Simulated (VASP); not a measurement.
# Cu (P6_3/mmc) in VASP: a series of runs

The runs below take Cu through single point, with PBEsol.

All numbers are computed with VASP 6.6.1; they aren't measurements. Logs are shortened: lines on timing, memory, paths and dates and some standing lists are left out, and cuts for length are marked.

## (1) The cell of the first run

It takes space group P6_3/mmc (No. 194, hexagonal). The conventional cell has a = 2.534 Å, b = 2.534 Å, c = 4.030 Å, α = 90.00°, β = 90.00°, γ = 120.00°. Cu (site symmetry -6m2) has 12 Cu at 2.49 to 2.53 Å within 3.3 Å.

## (2) Single point, PBEsol (strain -0.0200 x Voigt [0, 0, 1, 0, 0, 0])

File INCAR:

```
SYSTEM = Cu
PREC = Accurate
ENCUT = 520
EDIFF = 1E-7
ISMEAR = 0
SIGMA = 0.15
LREAL = .FALSE.
LASPH = .TRUE.
NELM = 60
ALGO = Fast
ISIF = 2
LWAVE = .FALSE.
LCHARG = .TRUE.
GGA = PS
LELF = .TRUE.
LVHAR = .TRUE.
NBANDS = 18
```

File KPOINTS:

```
Automatic mesh
0
G
  24 24 12
  0 0 0
```

File POSCAR:

```
Cu
1.0
    2.5340966698      0.0000000000      0.0000000000
   -1.2670483349      2.1945920917      0.0000000000
    0.0000000000      0.0000000000      4.0303195800
Cu
2
Direct
    0.3333333333      0.6666666667      0.2500000000
    0.6666666667      0.3333333333      0.7500000000
```

Potentials or basis: VASP PAW PBE potentials, release 64 (Cu).

The run is started by

```bash
$ cat potpaw_PBE.64/Cu/POTCAR > POTCAR
$ mpirun -np 1 vasp_std > vasp.out
```

OUTCAR:

```text
SYSTEM = Cu
   PREC = Accurate
   ENCUT = 520
   EDIFF = 1E-7
   ISMEAR = 0
   LREAL = .FALSE.
   LASPH = .TRUE.
   NELM = 60
   ISIF = 2
   GGA = PS

 ion  position               nearest neighbor table
   1  0.333  0.667  0.250-   2 2.49   2 2.49   2 2.49   2 2.49   2 2.49   2 2.49
   2  0.667  0.333  0.750-   1 2.49   1 2.49   1 2.49   1 2.49   1 2.49   1 2.49

  LATTYP: Found a hexagonal cell.
 ALAT       =     2.5340966698
 C/A-ratio  =     1.5904363981

  Lattice vectors:

 A1 = (   2.5340966698,   0.0000000000,   0.0000000000)
 A2 = (  -1.2670483349,   2.1945920917,   0.0000000000)
 A3 = (   0.0000000000,   0.0000000000,   4.0303195800)

Analysis of symmetry for initial positions (statically):
=====================================================================
 Subroutine PRICEL returns:
 Original cell was already a primitive cell.

 Routine SETGRP: Setting up the symmetry group for a
 hexagonal supercell.

 Subroutine GETGRP returns: Found 24 space group operations
 (whereof 12 operations were pure point group operations)
 out of a pool of 24 trial point group operations.

The static configuration has the point symmetry D_3d.
 The point group associated with its full space group is D_6h.

Analysis of symmetry for dynamics (positions and initial velocities):
=====================================================================
 Subroutine PRICEL returns:
 Original cell was already a primitive cell.

 Routine SETGRP: Setting up the symmetry group for a
 hexagonal supercell.

 Subroutine GETGRP returns: Found 24 space group operations
 (whereof 12 operations were pure point group operations)
 out of a pool of 24 trial point group operations.

The dynamic configuration has the point symmetry D_3d.
 The point group associated with its full space group is D_6h.

 Subroutine INISYM returns: Found 24 space group operations
 (whereof 12 operations are pure point group operations),
 and found     1 'primitive' translations

----------------------------------------------------------------------------------------

                                     Primitive cell

  volume of cell :      22.4139

  direct lattice vectors                    reciprocal lattice vectors
     2.534096670  0.000000000  0.000000000     0.394617937  0.227832772  0.000000000
    -1.267048335  2.194592092  0.000000000     0.000000000  0.455665544  0.000000000
     0.000000000  0.000000000  4.030319580     0.000000000  0.000000000  0.248119282

  length of vectors
     2.534096670  2.534096670  4.030319580     0.455665544  0.455665544  0.248119282

  position of ions in fractional coordinates (direct lattice)
     0.333333333  0.666666667  0.250000000
     0.666666667  0.333333333  0.750000000

  ion indices of the primitive-cell ions
   primitive index   ion index
                 1           1
                 2           2

----------------------------------------------------------------------------------------

 KPOINTS: Automatic mesh

Automatic generation of k-mesh.
 Grid dimensions read from file:
 generate k-points for:   24   24   12

 Generating k-lattice:

  Cartesian coordinates                     Fractional coordinates (reciprocal lattice)
     0.016442414  0.009493032  0.000000000     0.041666667 -0.000000000  0.000000000
     0.000000000  0.018986064  0.000000000     0.000000000  0.041666667  0.000000000
     0.000000000  0.000000000  0.020676607     0.000000000  0.000000000  0.083333333

  Length of vectors
     0.018986064  0.018986064  0.020676607

  Shift w.r.t. Gamma in fractional coordinates (k-lattice)
     0.000000000  0.000000000  0.000000000

 Subroutine IBZKPT returns following result:
 ===========================================

 Found    427 irreducible k-points:

 Following reciprocal coordinates:
            Coordinates               Weight
  0.000000  0.000000  0.000000      1.000000
  0.041667 -0.000000  0.000000      6.000000
  0.083333  0.000000  0.000000      6.000000
  0.125000 -0.000000  0.000000      6.000000
  0.166667 -0.000000  0.000000      6.000000
  0.208333  0.000000  0.000000      6.000000
[... 16 lines left out ...]
  0.416667  0.041667  0.000000     12.000000
  0.458333  0.041667  0.000000     12.000000
 [... further k-points ...]
   k-points           NKPTS =    427   k-points in BZ     NKDIM =    427   number of bands    NBANDS=     18
   number of dos      NEDOS =    301   number of ions     NIONS =      2
   total plane-waves  NPLWV =  12000
   dimension x,y,z NGX =    20 NGY =   20 NGZ =   30
   dimension x,y,z NGXF=    40 NGYF=   40 NGZF=   60
   ions per type =               2
   NGX,Y,Z   is equivalent  to a cutoff of  13.12, 13.12, 12.37 a.u.
   NGXF,Y,Z  is equivalent  to a cutoff of  26.24, 26.24, 24.75 a.u.
 SYSTEM =  Cu
   PREC   = accura    normal or accurate (medium, high low for compatibility)
   ISTART =      0    job   : 0-new  1-cont  2-samecut
   ICHARG =      2    charge: 1-file 2-atom 10-const
   ISPIN  =      1    spin polarized calculation?
   LNONCOLLINEAR =      F non collinear calculations
   LSORBIT =      F    spin-orbit coupling
   LASPH  =      T    aspherical Exc in radial PAW
   ENCUT  =  520.0 eV  38.22 Ry    6.18 a.u.   4.71  4.71  7.49*2*pi/ulx,y,z
   NELM   =     60;   NELMIN=  2; NELMDL= -5     # of ELM steps
   EDIFF  = 0.1E-06   stopping-criterion for ELM
   LREAL  =      F    real-space projection
   EDIFFG = 0.1E-05   stopping-criterion for IOM
   NSW    =      0    number of steps for IOM
   IBRION =     -1    ionic relax: 0-MD 1-quasi-New 2-CG
   NFREE  =      0    steps in history (QN), initial steepest desc. (CG)
   ISIF   =      2    stress and relaxation
   ISYM   =      2    0-nonsym 1-usesym 2-fastsym
   POTIM  = 0.5000    time-step for ionic-motion
   TEBEG  =    0.0;   TEEND  =   0.0 temperature during run
   PSTRESS=    0.0 pullay stress
   NELECT =      22.0000    total number of electrons
   NUPDOWN=      -1.0000    fix difference up-down
   EMIN   =  10.00;   EMAX   =-10.00  energy-range for DOS
   EFERMI =   0.00;   METHOD = LEGACY
   ISMEAR =     0;   SIGMA  =   0.15  broadening in eV -4-tet -1-fermi 0-gaus
   EFERMI_NEDOS =   21; number of points for ismear=-14 and -15
   IALGO  =     68    algorithm
   IMIX   =      4    mixing-type and parameters
     AMIX     =   0.40;   BMIX     =  1.00
     AMIX_MAG =   1.60;   BMIX_MAG =  1.00
  volume/ion in A,a.u.               =      11.21        75.63
  Fermi-wavevector in a.u.,A,eV,Ry     =   1.626960  3.074509 36.014610  2.646999
  Thomas-Fermi vector in A             =   2.719834
   LORBIT       =      0    0 simple, 1 ext, 2 COOP (PROOUT), +10 PAW based schemes
   GGA     = PS    functional components
   LHFCALC =     F    Hartree Fock is set to
   AEXX    =    0.0000 exact exchange contribution
   IVDW    =     0    specifies the selected vdW correction
   LEPSILON=     F    determine dielectric tensor
   LRPA    =     F    only Hartree local field effects (RPA)
 non-spin polarized calculation
 RMM-DIIS sequential band-by-band and
 Gauss-broadening in eV      SIGMA  =   0.15
  energy-cutoff  :      520.00
  volume of cell :       22.41
 maximum number of plane-waves:       626
 NGX is ok and might be reduce to    20
   NGX =  9   NGY =  9   NGZ = 15

 number of electron      21.9999987 magnetization

 Free energy of the ion-electron system (eV)
  ---------------------------------------------------
  ext. energy  EPLUGINS =         0.00000000
  ---------------------------------------------------
  free energy    TOTEN  =        -8.59236024 eV

  energy without entropy =       -8.58627962  energy(sigma->0) =       -8.58931993

 E-fermi :   8.0484     XC(G=0): -13.2161

 val. band max:        8.0408943745   @ k =   0.2083   0.1250   0.3333
 cond. band min:       8.0697889785   @ k =   0.3333   0.1667   0.3333
 fundamental gap:      0.0288946040
 Fermi energy:         8.0484303785

 k-point     1 :       0.0000    0.0000    0.0000
  band No.  band energies     occupation
      1      -1.7310      2.00000
      2       2.7155      2.00000
      3       4.9319      2.00000
      4       4.9319      2.00000
      5       4.9677      2.00000
      6       5.1816      2.00000
[... 10 lines left out ...]
     17      31.6849      0.00000
     18      31.7501      0.00000

 k-point     2 :       0.0417   -0.0000    0.0000
  band No.  band energies     occupation
      1      -1.6737      2.00000
      2       2.7480      2.00000
      3       4.8595      2.00000
      4       4.9536      2.00000
      5       5.0338      2.00000
      6       5.1710      2.00000
[... 10 lines left out ...]
     17      32.3431      0.00000
     18      32.4919      0.00000

 k-point     3 :       0.0833    0.0000    0.0000
  band No.  band energies     occupation
      1      -1.5024      2.00000
      2       2.8421      2.00000
      3       4.7610      2.00000
      4       5.0176      2.00000
      5       5.1046      2.00000
      6       5.1523      2.00000
[... 10 lines left out ...]
     17      32.9108      0.00000
     18      33.4568      0.00000

 k-point     4 :       0.1250   -0.0000    0.0000
  band No.  band energies     occupation
      1      -1.2202      2.00000
      2       2.9867      2.00000
      3       4.6513      2.00000
      4       5.0587      2.00000
      5       5.0796      2.00000
      6       5.1211      2.00000
[... 375 lines left out ...]
      4       4.4890      2.00000
      5       4.8106      2.00000
      6       5.0553      2.00000
[... 10 lines left out ...]
     17      22.0862      0.00000
     18      28.1047      0.00000

 k-point    23 :       0.4167    0.0417    0.0000
  band No.  band energies     occupation
      1       2.7298      2.00000
      2       3.2990      2.00000
      3       3.5086      2.00000
      4       4.6152      2.00000
      5       4.7797      2.00000
      6       5.0202      2.00000
[... 10 lines left out ...]
     17      21.0100      0.00000
     18      27.9765      0.00000

 k-point    24 :       0.4583    0.0417    0.0000
  band No.  band energies     occupation
      1       2.9251      2.00000
      2       3.2423      2.00000
      3       3.4706      2.00000
      4       4.7099      2.00000
      5       4.7642      2.00000
      6       5.0018      2.00000
[... 10 lines left out ...]
     17      20.6924      0.00000
     18      27.9153      0.00000

 [... further k-points ...]

------------------------ aborting loop because EDIFF is reached ----------------------------------------

  FORCE on cell =-STRESS in cart. coord.  units (eV):
  Direction    XX          YY          ZZ          XY          YZ          ZX
  --------------------------------------------------------------------------------------
  -------------------------------------------------------------------------------------
  Total        0.0934929      0.0934929      0.9497274     -0.0000000     -0.0000000      0.0000000
  in kB        6.6830219      6.6830219     67.8880090     -0.0000000     -0.0000000      0.0000000
  external PRESSURE =      27.0846843 kB  Pullay stress =       0.0000000 kB

 VOLUME and BASIS-vectors are now :
 -----------------------------------------------------------------------------
  energy-cutoff  :      520.00
  volume of cell :       22.41
      direct lattice vectors                 reciprocal lattice vectors
     2.534096670  0.000000000  0.000000000     0.394617937  0.227832772  0.000000000
    -1.267048335  2.194592092  0.000000000     0.000000000  0.455665544  0.000000000
     0.000000000  0.000000000  4.030319580     0.000000000  0.000000000  0.248119282

 POSITION                                       TOTAL-FORCE (eV/Angst)
 -----------------------------------------------------------------------------------
     -0.00000      1.46306      1.00758         0.000000      0.000000      0.000000
      1.26705      0.73153      3.02274        -0.000000     -0.000000      0.000000
 -----------------------------------------------------------------------------------
    total drift:                               -0.000000      0.000000     -0.000000

  FREE ENERGIE OF THE ION-ELECTRON SYSTEM (eV)
  ---------------------------------------------------
  free  energy   TOTEN  =        -8.5923602410 eV

  energy  without entropy=       -8.5862796232  energy(sigma->0) =       -8.58931993
```

It took 77 s on 1 thread of Intel Xeon 6975P-C (Granite Rapids), shared host; peak memory 0.24 GiB.

What came out:

| Item | Value |
| --- | --- |
| Free energy | -8.5924 eV |
| Pressure | 2.7 GPa |
| Band gap on the k mesh | zero (band 11 reaches 12.07 eV, above the bottom of band 12 at 6.04 eV) |

Caveat: the cell differs from its parent crystal (strain -0.0200 x Voigt [0, 0, 1, 0, 0, 0]); the PAW data sets were made with another functional, which shifts forces and pressure a little.

## (3) Single point, PBEsol (strain -0.0100 x Voigt [0, 0, 1, 0, 0, 0])

File INCAR:

```
SYSTEM = Cu
PREC = Accurate
ENCUT = 520
EDIFF = 1E-7
ISMEAR = 0
SIGMA = 0.15
LREAL = .False.
LASPH = .True.
NELM = 100
ALGO = Fast
ISIF = 2
LWAVE = .False.
LCHARG = .True.
GGA = PS
LELF = .True.
LVHAR = .True.
NBANDS = 18
```

File KPOINTS:

```
Automatic mesh
0
Gamma
  24 24 12
  0 0 0
```

POSCAR: that of step 2 with these lines changed.

```diff
@@ -4,3 +4,3 @@
    -1.2670483349      2.1945920917      0.0000000000
-    0.0000000000      0.0000000000      4.0303195800
+    0.0000000000      0.0000000000      4.0714452900
 Cu
```

Potentials or basis: VASP PAW PBE potentials, release 64 (Cu).

The run is started by

```bash
$ cat potpaw_PBE.64/Cu/POTCAR > POTCAR
$ mpirun -np 1 vasp_std > vasp.out
```

Run time: 74 s. Hardware: 1 thread of Intel Xeon 6975P-C (Granite Rapids), shared host; peak memory 0.24 GiB.

The run converged. Its results:

```
Free energy            : -8.5998 eV
Pressure               : 0.8 GPa
Band gap on the k mesh : zero (band 11 reaches 11.97 eV, above the bottom of band 12 at 5.93 eV)
```

Stress tensor (GPa, compression positive):
```
-0.49  0.00  0.00
 0.00 -0.49  0.00
 0.00  0.00  3.46
```

Levels at points of the mesh, in eV from the Fermi level:
```csv
k point,band 9,band 10,band 11,band 12,band 13,band 14
"(0.00, 0.00, 0.00)",-2.59,-1.75,-1.75,-0.98,4.21,21.48
"(0.50, 0.00, 0.00)",-1.58,-1.56,-0.03,1.59,8.02,8.49
"(0.00, 0.00, 0.50)",-1.98,-1.98,-1.98,-1.98,13.23,13.23
"(0.50, 0.00, 0.50)",-1.61,-1.61,0.42,0.42,5.03,5.03
```

Caveat: the cell differs from its parent crystal (strain -0.0100 x Voigt [0, 0, 1, 0, 0, 0]); the PAW data sets were made with another functional, which shifts forces and pressure a little.

## (4) Single point, PBEsol (strain -0.0150 x Voigt [0, 0, 1, 0, 0, 0])

File INCAR:

```
SYSTEM = Cu
  PREC = Accurate
  ENCUT = 520
  EDIFF = 1E-6
  ISMEAR = 0
  SIGMA = 0.15
  LREAL = .FALSE.
  LASPH = .TRUE.
  NELM = 80
  ALGO = Fast
  ISIF = 2
  LWAVE = .FALSE.
  LCHARG = .TRUE.
  GGA = PS
  LELF = .TRUE.
  LVHAR = .TRUE.
  NBANDS = 18
```

File KPOINTS:

```
Automatic mesh
0
G
  24 24 12
  0 0 0
```

POSCAR: that of step 3 with these lines changed.

```diff
@@ -4,3 +4,3 @@
    -1.2670483349      2.1945920917      0.0000000000
-    0.0000000000      0.0000000000      4.0714452900
+    0.0000000000      0.0000000000      4.0508824350
 Cu
```

The run is started by

```bash
$ cat potpaw_PBE.64/Cu/POTCAR > POTCAR
$ mpirun -np 1 vasp_std > vasp.out
```

It took 68 s on 1 thread of Intel Xeon 6975P-C (Granite Rapids), shared host; peak memory 0.24 GiB.

It converged, with:

```yaml
Free_energy: -8.5966 eV
Pressure: 1.8 GPa
Band_gap_on_the_k_mesh: zero (band 11 reaches 12.02 eV, above the bottom of band 12 at 5.98 eV)
```

Stress tensor (GPa, compression positive):
```
0.08 0.00 0.00
0.00 0.08 0.00
0.00 0.00 5.10
```

Levels at points of the mesh, in eV from the Fermi level:
| k point | band 9 | band 10 | band 11 | band 12 | band 13 | band 14 |
| --- | --- | --- | --- | --- | --- | --- |
| (0.00, 0.00, 0.00) | -2.62 | -1.75 | -1.75 | -0.95 | 4.31 | 21.45 |
| (0.50, 0.00, 0.00) | -1.58 | -1.58 | -0.04 | 1.57 | 8.07 | 8.57 |
| (0.00, 0.00, 0.50) | -1.99 | -1.99 | -1.99 | -1.99 | 13.41 | 13.41 |
| (0.50, 0.00, 0.50) | -1.62 | -1.62 | 0.41 | 0.41 | 5.04 | 5.04 |

Caveat: the cell differs from its parent crystal (strain -0.0150 x Voigt [0, 0, 1, 0, 0, 0]); the PAW data sets were made with another functional, which shifts forces and pressure a little.

(Part 1 of 2 ends here.)
